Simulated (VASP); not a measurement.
# InGaAs2 (P-4m2) in VASP: further runs

Runs on InGaAs2. Level: r2SCAN. Tasks: single point.

All numbers are computed with VASP 6.6.1; they aren't measurements. Logs are shortened: lines on timing, memory, paths and dates and some standing lists are left out, and cuts for length are marked.

### 1 The cell of the first run

The structure is tetragonal, space group P-4m2 (No. 115). The conventional cell has a = 4.153 Å, b = 4.153 Å, c = 5.922 Å, α = 90.00°, β = 90.00°, γ = 90.00°. In (site symmetry -4m2) has 4 As at 2.62 Å within 3.5 Å. Ga (site symmetry -4m2) has 4 As at 2.48 Å within 3.3 Å. Within 3.3 Å of As (site symmetry 2mm) lie 2 Ga at 2.48 Å and 2 In at 2.62 Å.

### 2 Single point, r2SCAN

POSCAR

```
InGaAs2
1.0
    4.1532821655      0.0000000000      0.0000000000
    0.0000000000      4.1532821655      0.0000000000
    0.0000000000      0.0000000000      5.9223026311
In Ga As
1 1 2
Direct
    0.0000000000      0.0000000000      0.5000000000
    0.5000000000      0.5000000000      0.0000000000
    0.5000000000      0.0000000000      0.7698871174
    0.0000000000      0.5000000000      0.2301128826
```

INCAR.step1

```
SYSTEM = InGaAs2
PREC = Accurate
ENCUT = 520
ISMEAR = 0
SIGMA = 0.03
LREAL = .False.
LASPH = .True.
NELM = 80
NBANDS = 26
GGA = PE
ALGO = Normal
EDIFF = 1E-4
LWAVE = .True.
LCHARG = .False.
```

INCAR.step2

```
SYSTEM = InGaAs2
PREC = Accurate
ENCUT = 520
EDIFF = 1E-6
ISMEAR = 0
SIGMA = 0.03
LREAL = .False.
LASPH = .True.
NELM = 80
ALGO = Normal
ISIF = 2
LWAVE = .False.
LCHARG = .False.
METAGGA = R2SCAN
LMIXTAU = .True.
NBANDS = 26
ISTART = 1
```

KPOINTS

```
Automatic mesh
0
Gamma
  8 8 6
  0 0 0
```

Potentials or basis: VASP PAW PBE potentials, release 64 (In_d, Ga_d, As).

Run with:

```bash
cat potpaw_PBE.64/In_d/POTCAR potpaw_PBE.64/Ga_d/POTCAR potpaw_PBE.64/As/POTCAR > POTCAR
cp INCAR.step1 INCAR
mpirun -np 1 vasp_std > vasp.out
cp INCAR.step2 INCAR
mpirun -np 1 vasp_std > vasp.out
```

OUTCAR:

```text
SYSTEM = InGaAs2
   PREC = Accurate
   ENCUT = 520
   EDIFF = 1E-6
   ISMEAR = 0
   LREAL = .False.
   LASPH = .True.
   NELM = 80
   ISIF = 2
   METAGGA = R2SCAN
   ISTART = 1

 ion  position               nearest neighbor table
   1  0.000  0.000  0.500-   3 2.62   4 2.62   4 2.62   3 2.62
   2  0.500  0.500  0.000-   3 2.48   4 2.48   3 2.48   4 2.48
   3  0.500  0.000  0.770-   2 2.48   2 2.48   1 2.62   1 2.62
   4  0.000  0.500  0.230-   2 2.48   2 2.48   1 2.62   1 2.62

  LATTYP: Found a simple tetragonal cell.
 ALAT       =     4.1532821655
 C/A-ratio  =     1.4259331283

  Lattice vectors:

 A1 = (   4.1532821655,   0.0000000000,   0.0000000000)
 A2 = (   0.0000000000,   4.1532821655,   0.0000000000)
 A3 = (   0.0000000000,   0.0000000000,   5.9223026311)

Analysis of symmetry for initial positions (statically):
=====================================================================
 Subroutine PRICEL returns:
 Original cell was already a primitive cell.

 Routine SETGRP: Setting up the symmetry group for a
 simple tetragonal supercell.

 Subroutine GETGRP returns: Found  8 space group operations
 (whereof  8 operations were pure point group operations)
 out of a pool of 16 trial point group operations.

The static configuration has the point symmetry D_2d.

Analysis of symmetry for dynamics (positions and initial velocities):
=====================================================================
 Subroutine PRICEL returns:
 Original cell was already a primitive cell.

 Routine SETGRP: Setting up the symmetry group for a
 simple tetragonal supercell.

 Subroutine GETGRP returns: Found  8 space group operations
 (whereof  8 operations were pure point group operations)
 out of a pool of 16 trial point group operations.

The dynamic configuration has the point symmetry D_2d.

 Subroutine INISYM returns: Found  8 space group operations
 (whereof  8 operations are pure point group operations),
 and found     1 'primitive' translations

----------------------------------------------------------------------------------------

                                     Primitive cell

  volume of cell :     102.1583

  direct lattice vectors                    reciprocal lattice vectors
     4.153282166  0.000000000  0.000000000     0.240773432  0.000000000  0.000000000
     0.000000000  4.153282166  0.000000000     0.000000000  0.240773432  0.000000000
     0.000000000  0.000000000  5.922302631     0.000000000  0.000000000  0.168853242

  length of vectors
     4.153282166  4.153282166  5.922302631     0.240773432  0.240773432  0.168853242

  position of ions in fractional coordinates (direct lattice)
     0.000000000  0.000000000  0.500000000
     0.500000000  0.500000000  0.000000000
     0.500000000  0.000000000  0.769887117
     0.000000000  0.500000000  0.230112883

  ion indices of the primitive-cell ions
   primitive index   ion index
                 1           1
                 2           2
                 3           3
                 4           4

----------------------------------------------------------------------------------------

 KPOINTS: Automatic mesh

Automatic generation of k-mesh.
 Grid dimensions read from file:
 generate k-points for:    8    8    6

 Generating k-lattice:

  Cartesian coordinates                     Fractional coordinates (reciprocal lattice)
     0.030096679  0.000000000  0.000000000     0.125000000  0.000000000  0.000000000
     0.000000000  0.030096679  0.000000000     0.000000000  0.125000000  0.000000000
     0.000000000  0.000000000  0.028142207     0.000000000  0.000000000  0.166666667

  Length of vectors
     0.030096679  0.030096679  0.028142207

  Shift w.r.t. Gamma in fractional coordinates (k-lattice)
     0.000000000  0.000000000  0.000000000

 Subroutine IBZKPT returns following result:
 ===========================================

 Found     60 irreducible k-points:

 Following reciprocal coordinates:
            Coordinates               Weight
  0.000000  0.000000  0.000000      1.000000
  0.125000  0.000000  0.000000      4.000000
  0.250000  0.000000  0.000000      4.000000
  0.375000  0.000000  0.000000      4.000000
  0.500000  0.000000  0.000000      2.000000
  0.125000  0.125000  0.000000      4.000000
[... 16 lines left out ...]
  0.375000  0.125000  0.166667     16.000000
  0.500000  0.125000  0.166667      8.000000
 [... further k-points ...]
   k-points           NKPTS =     60   k-points in BZ     NKDIM =     60   number of bands    NBANDS=     26
   number of dos      NEDOS =    301   number of ions     NIONS =      4
   total plane-waves  NPLWV =  49152
   dimension x,y,z NGX =    32 NGY =   32 NGZ =   48
   dimension x,y,z NGXF=    64 NGYF=   64 NGZF=   96
   ions per type =               1   1   2
   NGX,Y,Z   is equivalent  to a cutoff of  12.81, 12.81, 13.47 a.u.
   NGXF,Y,Z  is equivalent  to a cutoff of  25.62, 25.62, 26.95 a.u.
 SYSTEM =  InGaAs2
   PREC   = accura    normal or accurate (medium, high low for compatibility)
   ISTART =      1    job   : 0-new  1-cont  2-samecut
   ICHARG =      0    charge: 1-file 2-atom 10-const
   ISPIN  =      1    spin polarized calculation?
   LNONCOLLINEAR =      F non collinear calculations
   LSORBIT =      F    spin-orbit coupling
   LASPH  =      T    aspherical Exc in radial PAW
   ENCUT  =  520.0 eV  38.22 Ry    6.18 a.u.   7.72  7.72 11.01*2*pi/ulx,y,z
   NELM   =     80;   NELMIN=  2; NELMDL=  0     # of ELM steps
   EDIFF  = 0.1E-05   stopping-criterion for ELM
   LREAL  =      F    real-space projection
   EDIFFG = 0.1E-04   stopping-criterion for IOM
   NSW    =      0    number of steps for IOM
   IBRION =     -1    ionic relax: 0-MD 1-quasi-New 2-CG
   NFREE  =      0    steps in history (QN), initial steepest desc. (CG)
   ISIF   =      2    stress and relaxation
   ISYM   =      2    0-nonsym 1-usesym 2-fastsym
   POTIM  = 0.5000    time-step for ionic-motion
   TEBEG  =    0.0;   TEEND  =   0.0 temperature during run
   PSTRESS=    0.0 pullay stress
   NELECT =      36.0000    total number of electrons
   NUPDOWN=      -1.0000    fix difference up-down
   EMIN   =  10.00;   EMAX   =-10.00  energy-range for DOS
   EFERMI =   0.00;   METHOD = LEGACY
   ISMEAR =     0;   SIGMA  =   0.03  broadening in eV -4-tet -1-fermi 0-gaus
   EFERMI_NEDOS =   21; number of points for ismear=-14 and -15
   IALGO  =     38    algorithm
   IMIX   =      4    mixing-type and parameters
     AMIX     =   0.40;   BMIX     =  1.00
     AMIX_MAG =   1.60;   BMIX_MAG =  1.00
  volume/ion in A,a.u.               =      25.54       172.35
  Fermi-wavevector in a.u.,A,eV,Ry     =   1.156337  2.185161 18.192565  1.337116
  Thomas-Fermi vector in A             =   2.292958
   LORBIT       =      0    0 simple, 1 ext, 2 COOP (PROOUT), +10 PAW based schemes
   METAGGA = R2SCAN    functional components
   LHFCALC =     F    Hartree Fock is set to
   AEXX    =    0.0000 exact exchange contribution
   IVDW    =     0    specifies the selected vdW correction
   LEPSILON=     F    determine dielectric tensor
   LRPA    =     F    only Hartree local field effects (RPA)
 non-spin polarized calculation
 Gauss-broadening in eV      SIGMA  =   0.03
  energy-cutoff  :      520.00
  volume of cell :      102.16
 maximum number of plane-waves:      2768
 NGX is ok and might be reduce to    32
   NGX = 15   NGY = 15   NGZ = 23

 number of electron      35.9999987 magnetization

 Free energy of the ion-electron system (eV)
  ---------------------------------------------------
  ext. energy  EPLUGINS =         0.00000000
  ---------------------------------------------------
  free energy    TOTEN  =       -65.02107785 eV

  energy without entropy =      -65.02107785  energy(sigma->0) =      -65.02107785

 E-fermi :   4.0418     XC(G=0):  -9.8576

 val. band max:        3.9010862852   @ k =   0.0000   0.0000   0.0000
 cond. band min:       4.1861130993   @ k =   0.0000   0.0000   0.0000
 fundamental gap:      0.2850268141
 Fermi energy:         4.0417578174

 k-point     1 :       0.0000    0.0000    0.0000
  band No.  band energies     occupation
      1     -11.4575      2.00000
      2     -11.3820      2.00000
      3     -11.3820      2.00000
      4     -11.3412      2.00000
      5     -11.3062      2.00000
      6     -11.0515      2.00000
[... 18 lines left out ...]
     25      11.8550      0.00000
     26      13.7159      0.00000

 k-point     2 :       0.1250    0.0000    0.0000
  band No.  band energies     occupation
      1     -11.4546      2.00000
      2     -11.3873      2.00000
      3     -11.3815      2.00000
      4     -11.3395      2.00000
      5     -11.3072      2.00000
      6     -11.0450      2.00000
[... 18 lines left out ...]
     25      12.4858      0.00000
     26      12.9767      0.00000

 k-point     3 :       0.2500    0.0000    0.0000
  band No.  band energies     occupation
      1     -11.4478      2.00000
      2     -11.3996      2.00000
      3     -11.3804      2.00000
      4     -11.3357      2.00000
      5     -11.3098      2.00000
      6     -11.0320      2.00000
[... 18 lines left out ...]
     25      11.8859      0.00000
     26      12.0127      0.00000

 k-point     4 :       0.3750    0.0000    0.0000
  band No.  band energies     occupation
      1     -11.4410      2.00000
      2     -11.4119      2.00000
      3     -11.3792      2.00000
      4     -11.3319      2.00000
      5     -11.3124      2.00000
      6     -11.0269      2.00000
[... 18 lines left out ...]
     25      10.8135      0.00000
     26      11.1272      0.00000
[... 496 lines left out ...]
      1     -11.4456      2.00000
      2     -11.4044      2.00000
      3     -11.3788      2.00000
      4     -11.3348      2.00000
      5     -11.3112      2.00000
      6     -11.0312      2.00000
[... 18 lines left out ...]
     25      10.0037      0.00000
     26      11.9618      0.00000

 k-point    23 :       0.3750    0.1250    0.1667
  band No.  band energies     occupation
      1     -11.4413      2.00000
      2     -11.4161      2.00000
      3     -11.3770      2.00000
      4     -11.3314      2.00000
      5     -11.3140      2.00000
      6     -11.0252      2.00000
[... 18 lines left out ...]
     25      10.2524      0.00000
     26      11.8011      0.00000

 k-point    24 :       0.5000    0.1250    0.1667
  band No.  band energies     occupation
      1     -11.4396      2.00000
      2     -11.4209      2.00000
      3     -11.3762      2.00000
      4     -11.3299      2.00000
      5     -11.3152      2.00000
      6     -11.0266      2.00000
[... 18 lines left out ...]
     25      10.5761      0.00000
     26      11.0172      0.00000

 [... further k-points ...]

------------------------ aborting loop because EDIFF is reached ----------------------------------------

  FORCE on cell =-STRESS in cart. coord.  units (eV):
  Direction    XX          YY          ZZ          XY          YZ          ZX
  --------------------------------------------------------------------------------------
  -------------------------------------------------------------------------------------
  Total        0.0166187      0.0166187      0.0036256      0.0000000      0.0000000      0.0000000
  in kB        0.2606361      0.2606361      0.0568621      0.0000000      0.0000000      0.0000000
  external PRESSURE =       0.1927115 kB  Pullay stress =       0.0000000 kB

 VOLUME and BASIS-vectors are now :
 -----------------------------------------------------------------------------
  energy-cutoff  :      520.00
  volume of cell :      102.16
      direct lattice vectors                 reciprocal lattice vectors
     4.153282166  0.000000000  0.000000000     0.240773432  0.000000000  0.000000000
     0.000000000  4.153282166  0.000000000     0.000000000  0.240773432  0.000000000
     0.000000000  0.000000000  5.922302631     0.000000000  0.000000000  0.168853242

 POSITION                                       TOTAL-FORCE (eV/Angst)
 -----------------------------------------------------------------------------------
      0.00000      0.00000      2.96115        -0.000000     -0.000000      0.000000
      2.07664      2.07664      0.00000        -0.000000      0.000000      0.000000
      2.07664      0.00000      4.55950         0.000000     -0.000000     -0.002327
      0.00000      2.07664      1.36280        -0.000000     -0.000000      0.002327
 -----------------------------------------------------------------------------------
    total drift:                                0.000000     -0.000000     -0.000000

  FREE ENERGIE OF THE ION-ELECTRON SYSTEM (eV)
  ---------------------------------------------------
  free  energy   TOTEN  =       -65.0210778524 eV

  energy  without entropy=      -65.0210778524  energy(sigma->0) =      -65.02107785
```

Run time: 5.1 min. Hardware: 1 thread of Intel Xeon Platinum 8375C at 2.90GHz (Ice Lake), shared host; peak memory 0.34 GiB.

Results:

```yaml
Free_energy: -65.0211 eV
Pressure: 0.0 GPa
Band_gap_on_the_k_mesh: 0.28 eV
```

Forces on the atoms (eV/Å):
```
In   0.000  0.000  0.000
Ga   0.000  0.000  0.000
As   0.000  0.000 -0.002
As   0.000  0.000  0.002
```

Caveat: semilocal functionals underestimate gaps, and a narrow one can read as zero; the PAW data sets were made with another functional, which shifts forces and pressure a little; spin-orbit coupling is left out, which moves the levels of the heavy elements.

### 3 Single point, r2SCAN (biaxial strain in the a-b plane: -3.0 %)

POSCAR

```
InGaAs2
1.0
    4.0286837021      0.0000000000      0.0000000000
    0.0000000000      4.0286837021      0.0000000000
    0.0000000000      0.0000000000      6.0289040767
In Ga As
1 1 2
Direct
    0.0000000000      0.0000000000      0.5000000000
    0.5000000000      0.5000000000      0.0000000000
    0.5000000000      0.0000000000      0.7699837337
    0.0000000000      0.5000000000      0.2300162663
```

INCAR.step1

```
ALGO = Normal
EDIFF = 1E-4
ENCUT = 520
GGA = PE
ISMEAR = 0
LASPH = T
LCHARG = F
LREAL = F
LWAVE = T
NBANDS = 26
NELM = 100
PREC = Accurate
SIGMA = 0.01
```

INCAR.step2

```
ALGO = Normal
EDIFF = 1E-6
ENCUT = 520
ISIF = 2
ISMEAR = 0
ISTART = 1
LASPH = T
LCHARG = F
LMIXTAU = T
LREAL = F
LWAVE = F
METAGGA = R2SCAN
NBANDS = 26
NELM = 100
PREC = Accurate
SIGMA = 0.01
```

KPOINTS

```
k-points
0
Gamma
  8 8 6
```

Potentials or basis: VASP PAW PBE potentials, release 64 (In_d, Ga_d, As).

Run with:

```bash
cat potpaw_PBE.64/In_d/POTCAR potpaw_PBE.64/Ga_d/POTCAR potpaw_PBE.64/As/POTCAR > POTCAR
cp INCAR.step1 INCAR
mpirun -np 1 vasp_std > vasp.out
cp INCAR.step2 INCAR
mpirun -np 1 vasp_std > vasp.out
```

Run time: 3.9 min. Hardware: 1 thread of Intel Xeon 6975P-C (Granite Rapids), shared host; peak memory 0.32 GiB.

The run converged. Its results:

| Property | Result |
| --- | --- |
| Free energy | -64.9557 eV |
| Pressure | 3.0 GPa |
| Largest force | 0.018 eV/Å |
| Band gap on the k mesh | 0.46 eV |

Forces on the atoms (eV/Å):
```
In   0.000  0.000  0.000
Ga   0.000  0.000  0.000
As   0.000  0.000  0.018
As   0.000  0.000 -0.018
```

Stress tensor (GPa, compression positive):
```
3.83 0.00 0.00
0.00 3.83 0.00
0.00 0.00 1.21
```

Levels at points of the mesh, in eV from the valence-band top:
| k point | band 15 | band 16 | band 17 | band 18 | band 19 | band 20 | band 21 | band 22 |
| --- | --- | --- | --- | --- | --- | --- | --- | --- |
| (0.00, 0.00, 0.00) | -2.64 | -0.45 | 0.00 | 0.00 | 0.46 | 1.86 | 2.37 | 4.02 |
| (0.50, 0.00, 0.00) | -3.72 | -3.43 | -1.48 | -0.79 | 2.61 | 3.74 | 5.16 | 5.16 |
| (0.50, 0.50, 0.00) | -3.11 | -2.89 | -2.89 | -2.72 | 1.50 | 1.50 | 1.67 | 2.01 |
| (0.00, 0.00, 0.50) | -2.00 | -2.00 | -1.26 | -1.26 | 2.33 | 2.39 | 3.18 | 3.75 |
| (0.50, 0.00, 0.50) | -1.50 | -1.47 | -1.45 | -0.72 | 0.93 | 1.38 | 4.34 | 5.03 |
| (0.50, 0.50, 0.50) | -3.61 | -3.56 | -3.42 | -3.42 | 4.31 | 4.40 | 4.40 | 4.43 |

Caveat: the cell differs from its parent crystal (biaxial strain in the a-b plane: -3.0 %); semilocal functionals underestimate gaps, and a narrow one can read as zero; the PAW data sets were made with another functional, which shifts forces and pressure a little; spin-orbit coupling is left out, which moves the levels of the heavy elements.

### 4 Single point, r2SCAN (biaxial strain in the a-b plane: -3.0 %, then relaxed in part)

POSCAR

```
InGaAs2
1.0
    4.0286837021      0.0000000000      0.0000000000
    0.0000000000      4.0286837021      0.0000000000
    0.0000000000      0.0000000000      6.0879296246
In Ga As
1 1 2
Direct
    0.0000000000      0.0000000000      0.5000000000
    0.5000000000      0.5000000000      0.0000000000
    0.5000000000      0.0000000000      0.7701429679
    0.0000000000      0.5000000000      0.2298570321
```

Edit INCAR.step1 of step 3 so:

```diff
@@ -10,3 +10,3 @@
 NBANDS = 26
-NELM = 100
+NELM = 60
 PREC = Accurate
```

Edit INCAR.step2 of step 3 so:

```diff
@@ -13,3 +13,3 @@
 NBANDS = 26
-NELM = 100
+NELM = 60
 PREC = Accurate
```

KPOINTS is that of step 3.

Run with:

```bash
cat potpaw_PBE.64/In_d/POTCAR potpaw_PBE.64/Ga_d/POTCAR potpaw_PBE.64/As/POTCAR > POTCAR
cp INCAR.step1 INCAR
mpirun -np 1 vasp_std > vasp.out
cp INCAR.step2 INCAR
mpirun -np 1 vasp_std > vasp.out
```

Run time: 3.6 min. Hardware: 1 thread of Intel Xeon 6975P-C (Granite Rapids), shared host; peak memory 0.32 GiB.

It converged, with:

| Item | Value |
| --- | --- |
| Free energy | -64.9596 eV |
| Pressure | 2.2 GPa |
| Largest force | 0.006 eV/Å |
| Band gap on the k mesh | 0.37 eV |

Forces on the atoms (eV/Å):
```
In   0.000  0.000  0.000
Ga   0.000  0.000  0.000
As   0.000  0.000 -0.006
As   0.000  0.000  0.006
```

Stress tensor (GPa, compression positive):
```
3.26 0.00 0.00
0.00 3.26 0.00
0.00 0.00 0.05
```

Levels at points of the mesh, in eV from the valence-band top:
| k point | band 15 | band 16 | band 17 | band 18 | band 19 | band 20 | band 21 | band 22 |
| --- | --- | --- | --- | --- | --- | --- | --- | --- |
| (0.00, 0.00, 0.00) | -2.58 | -0.51 | 0.00 | 0.00 | 0.37 | 1.90 | 2.40 | 4.00 |
| (0.50, 0.00, 0.00) | -3.73 | -3.43 | -1.44 | -0.76 | 2.61 | 3.72 | 5.06 | 5.10 |
| (0.50, 0.50, 0.00) | -3.11 | -2.89 | -2.89 | -2.71 | 1.48 | 1.48 | 1.61 | 1.97 |
| (0.00, 0.00, 0.50) | -1.96 | -1.96 | -1.22 | -1.22 | 2.36 | 2.41 | 3.15 | 3.70 |
| (0.50, 0.00, 0.50) | -1.54 | -1.52 | -1.41 | -0.68 | 0.88 | 1.30 | 4.30 | 5.03 |
| (0.50, 0.50, 0.50) | -3.58 | -3.54 | -3.39 | -3.39 | 4.19 | 4.29 | 4.32 | 4.32 |

Caveat: the cell differs from its parent crystal (biaxial strain in the a-b plane: -3.0 %, then relaxed in part); semilocal functionals underestimate gaps, and a narrow one can read as zero; the PAW data sets were made with another functional, which shifts forces and pressure a little; spin-orbit coupling is left out, which moves the levels of the heavy elements.

(Part 1 of 2 ends here.)
